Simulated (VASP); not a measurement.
Here is a VASP 6.6.1 calculation.

The input INCAR:

```
PREC = Accurate ; ENCUT = 520
EDIFF = 1E-7 ; ISMEAR = 0
SIGMA = 0.1 ; LREAL = False
LASPH = True ; NELM = 100
ALGO = Fast ; ISIF = 2
LWAVE = False ; LCHARG = False
GGA = PS ; NBANDS = 14
```

Contents of KPOINTS:

```
Automatic mesh
0
Gamma
  14 14 14
```

File POSCAR:

```
AlNi
1.0
    2.8905056675      0.0000000000      0.0000000000
    0.0000000000      2.8905056675      0.0000000000
    0.0000000000      0.0000000000      2.8905056675
Al Ni
1 1
Direct
    0.0000000000      0.0000000000      0.0000000000
    0.5000000000      0.5000000000      0.5000000000
```

Potentials or basis: VASP PAW PBE potentials, release 64 (Al, Ni).

Launch:

```sh
$ cat potpaw_PBE.64/Al/POTCAR potpaw_PBE.64/Ni/POTCAR > POTCAR
$ mpirun -np 1 vasp_std > vasp.out
```

Q: What does it give for the pressure?

A: -4.6 GPa.

Caveat: the PAW data sets were made with another functional, which shifts forces and pressure a little. Spin polarisation is off, so any magnetic state and its effect on volume and gap are missing.
